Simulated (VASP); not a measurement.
CoSi, 8 atoms in the cell. It takes space group P2_1 (No. 4, monoclinic). Conventional cell: a = 4.386 Å, b = 4.386 Å, c = 4.386 Å, α = 90.00°, β = 90.00°, γ = 90.00°. Within 2.9 Å of Co (site symmetry 1) lie 7 Si at 2.22 to 2.50 Å and 6 Co at 2.70 Å. Within 3.0 Å of Co (site symmetry 1) lie 7 Si at 2.28 to 2.41 Å and 6 Co at 2.70 Å. Within 3.0 Å of Si (site symmetry 1) lie 7 Co at 2.24 to 2.44 Å and 6 Si at 2.71 Å. Si (site symmetry 1) has 7 Co at 2.22 to 2.50 Å and 6 Si at 2.71 Å within 2.9 Å.  This cell differs from its parent crystal: all Co atoms moved -0.100 Å, as atom 1 along Cartesian [0 0 1].

```yaml
Program: VASP 6.6.1
Task: single point
Functional: PBEsol
Potentials_or_basis: VASP PAW PBE potentials, release 64 (Co, Si)
Cutoff: 520 eV
k_mesh: 10 × 10 × 10
Occupations: gaussian, width 0.15 eV
Spin: no spin polarisation
Dipole_correction: no
Further_INCAR_settings: ALGO = Normal; EDIFF = 1e-06; NBANDS = 36
```

Potentials or basis: VASP PAW PBE potentials, release 64 (Co, Si).

Run with:

```console
$ cat potpaw_PBE.64/Co/POTCAR potpaw_PBE.64/Si/POTCAR > POTCAR
$ mpirun -np 1 vasp_std > vasp.out
```

Hardware: 1 thread of Intel(R) Xeon(R) 6975P-C (Granite Rapids) (shared host).

Q: Estimate the wall time of this run.

A: Wall time 10 min on 1 thread of Intel(R) Xeon(R) 6975P-C (Granite Rapids), on a shared host, peak memory 0.75 GiB. Counts: scf iterations 17, k points 312.
